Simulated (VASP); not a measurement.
## Mg16O: single point with PBE

The system is Mg16O, a slab with vacuum.

```xyz
17
Lattice="6.4201 0.0000 0.0000 -3.2101 5.5600 0.0000 0.0000 0.0000 24.7148" Properties=species:S:1:pos:R:3 pbc="T T T"
Mg    1.6050    0.9267    4.0000
Mg    0.0000    3.7067    4.0000
Mg    4.8151    0.9267    4.0000
Mg    3.2101    3.7067    4.0000
Mg    0.0000    1.8533    6.5690
Mg   -1.6050    4.6333    6.5690
Mg    3.2101    1.8533    6.5690
Mg    1.6050    4.6333    6.5690
Mg    1.6050    0.9267    9.1020
Mg    0.0000    3.7067    9.1020
Mg    4.8151    0.9267    9.1020
Mg    3.2101    3.7067    9.1020
Mg    0.0000    1.8533   11.7148
Mg   -1.6050    4.6333   11.7148
Mg    3.2101    1.8533   11.7148
Mg    1.6050    4.6333   11.7148
O     0.5350    1.5444   14.8448
```

```
Program             : VASP 6.6.1
Task                : single point
Functional          : PBE
Potentials or basis : VASP PAW PBE potentials, release 64 (Mg, O)
Cutoff              : 520 eV
k mesh              : 6 × 6 × 1
Occupations         : gaussian, width 0.1 eV
Spin                : no spin polarisation
```

| Item | Value |
| --- | --- |
| Largest force | 1.676 eV/Å |
| Band gap on the k mesh | zero (bands 19 and 20 overlap by 0.50 eV) |

Forces on the atoms (eV/Å):
```
Mg  -0.018  0.011 -0.073
Mg   0.008 -0.017 -0.080
Mg   0.019  0.002 -0.080
Mg  -0.008  0.005 -0.075
Mg   0.005 -0.003  0.003
Mg  -0.007  0.001 -0.018
Mg  -0.004  0.005 -0.018
Mg   0.007 -0.004 -0.012
Mg  -0.008  0.005  0.101
Mg   0.001 -0.011  0.075
Mg   0.010  0.005  0.075
Mg  -0.003  0.001  0.073
Mg   0.102 -0.059  1.019
Mg  -0.010  0.046  0.246
Mg  -0.045 -0.014  0.246
Mg  -0.007  0.004  0.194
O   -0.041  0.024 -1.676
```

Levels at points of the mesh, in eV from the Fermi level:
```csv
k point,band 14,band 15,band 16,band 17,band 18,band 19,band 20,band 21,band 22,band 23
"(0.00, 0.00, 0.00)",-1.15,-1.10,-1.09,-1.09,-0.87,-0.21,-0.10,-0.09,0.23,0.25
"(0.50, 0.00, 0.00)",-1.00,-0.99,-0.31,-0.13,-0.09,0.40,0.49,0.66,0.71,1.50
"(0.50, 0.50, 0.00)",-1.00,-0.99,-0.31,-0.13,-0.08,0.40,0.49,0.67,0.71,1.50
```

It took 11 min on 1 thread of Intel(R) Xeon(R) Platinum 8559C (Emerald Rapids), with other jobs on the host, peak memory 0.94 GiB.
